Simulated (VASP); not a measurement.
## Al2Cu: vibrations by perturbation theory with PBE

Al2Cu:

```
CELL_PARAMETERS angstrom
-2.05882 2.05882 2.91162
2.05882 -2.05882 2.91162
2.05882 2.05882 -2.91162
ATOMIC_POSITIONS crystal
Al 0.75000 0.25000 0.50000
Al 0.25000 0.75000 0.50000
Cu 0.50000 0.50000 0.00000
```

This cell differs from its parent crystal: phonons at volume x 1.02.

```yaml
Program: VASP 6.6.1
Task: vibrations by perturbation theory
Functional: PBE
Potentials_or_basis: VASP PAW PBE potentials, release 64 (Al, Cu)
Cutoff: 520 eV
k_mesh: 14 × 14 × 14
Occupations: fermi-dirac, width 0.15 eV
Spin: no spin polarisation
Dipole_correction: no
Further_INCAR_settings: ALGO = Fast; EDIFF = 1e-08; NBANDS = 16; IBRION = 8; NSW = 1
```

| Property | Result |
| --- | --- |
| Highest phonon frequency at Γ, LO-TO splitting left out | 262 cm⁻¹ |

Phonon frequencies in cm⁻¹ (negative: imaginary):
```tsv
q point	frequencies
(0.000, 0.000, 0.000)	0 0 0 246 246 246 262 262 262
```

Run time: 7 min on 1 thread of Intel(R) Xeon(R) 6975P-C (Granite Rapids), with other jobs on the host, peak memory 1.2 GiB.

Caveat: the cell differs from its parent crystal (phonons at volume x 1.02); the cell wasn't relaxed at this level first, which shifts response properties.
